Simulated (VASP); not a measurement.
A run of VASP 6.6.1:

The input INCAR:

```
SYSTEM = Pt
  PREC = Accurate
  ENCUT = 520
  EDIFF = 1E-7
  ISMEAR = 0
  SIGMA = 0.15
  LREAL = .False.
  LASPH = .True.
  NELM = 60
  ALGO = Fast
  ISIF = 2
  LWAVE = .False.
  LCHARG = .False.
  GGA = PE
  NBANDS = 11
```

Contents of KPOINTS:

```
regular mesh
0
Gamma
  26 26 26
  0 0 0
```

File POSCAR:

```
Pt
1.0
    0.0000000000      1.9850550539      1.9850550539
    1.9552792281      0.0000000000      1.9850550539
    1.9552792281      1.9850550539      0.0000000000
Pt
1
Direct
    0.0000000000      0.0000000000      0.0000000000
```

Potentials or basis: VASP PAW PBE potentials, release 64 (Pt).

Command:

```console
$ cat potpaw_PBE.64/Pt/POTCAR > POTCAR
$ mpirun -np 1 vasp_std > vasp.out
```

Hardware: 1 thread of Intel(R) Xeon(R) 6975P-C (Granite Rapids), on a shared host.

Task: How long does it take, and how much memory?

Result: It took 84 s on 1 thread of Intel(R) Xeon(R) 6975P-C (Granite Rapids), on a shared host, peak memory 0.34 GiB. Counts: scf iterations 15, k points 1330.
